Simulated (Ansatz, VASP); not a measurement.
Hf: VASP beside Ansatz

File INCAR:

```
SYSTEM = Hf
ALGO = Fast
EDIFF = 1E-6
EDIFFG = -0.01
ENCUT = 600
GGA = PE
IBRION = 2
ISIF = 3
ISMEAR = 0
LASPH = .True.
LCHARG = .False.
LREAL = .False.
LWAVE = .False.
NELM = 100
NSW = 100
PREC = Accurate
SIGMA = 0.1
```

Contents of KPOINTS:

```
k-points
0
Gamma
  24 24 18
  0 0 0
```

File POSCAR:

```
Hf
1.0
    3.0024178171      0.0000000000      0.0000000000
   -1.5012089085      2.6001701024      0.0000000000
    0.0000000000      0.0000000000      3.0169647415
Hf
1
Direct
    0.0000000000      0.0000000000      0.5000000000
```

Input for Ansatz:

```yaml
crystal:
  lattice:
    - [3.0024178171, 0.0, 0.0]
    - [-1.5012089085, 2.6001701024, 0.0]
    - [0.0, 0.0, 3.0169647415]
  atoms:
    - { symbol: Hf, position: [0.0, 0.0, 0.5] }
basis:
  ecutwfc: 420
kpoints:
  mp_grid: { grid: [24, 24, 18] }
hamiltonian:
  xc: pbe
scf:
  occupations: { method: gaussian, width: 0.1 }
output:
  forces: true
  stress: true
  eigenvalues: true
  write_density: true
  write_potential: true
  elf: true
  volumetric_format: npy
relax:
  adjacent_minimum: "off"
  f_tol: 0.01
  max_steps: 80
  cell: { stress_tol: 0.05 }
```

Alike in both runs: task relaxation of cell and atoms; functional PBE; k mesh 24 × 24 × 18; occupations gaussian, width 0.1 eV; no spin polarisation.

```csv
,VASP,Ansatz
version,VASP 6.6.1,Ansatz 0.2.0
potentials or method,"VASP PAW PBE potentials, release 64 (Hf_pv), cutoff 600 eV","scalar-relativistic, plane waves, PAW"
valence electrons in the cell,10,26
```

VASP gave:

| Item | Value |
| --- | --- |
| gap on the k mesh at the Fermi level, each at its own relaxed structure (eV) | none |
| relaxed volume (Å³/atom) | 23.23 |
| relaxed length of the cell vector where the two differ most in proportion (Å) | 3.006 |

**Question.** What did Ansatz give for the same quantities?

**Answer.** gap on the k mesh at the Fermi level, each at its own relaxed structure (eV): none; relaxed volume (Å³/atom): 23.33; relaxed length of the cell vector where the two differ most in proportion (Å): 3.010.

A gap of «none» marks a metal or a gap that the smearing closes. VASP's potentials hold 10 valence electrons a cell and Ansatz's 26, so a difference there can come from the potentials and not from the codes.

Neither program's run includes spin-orbit coupling.
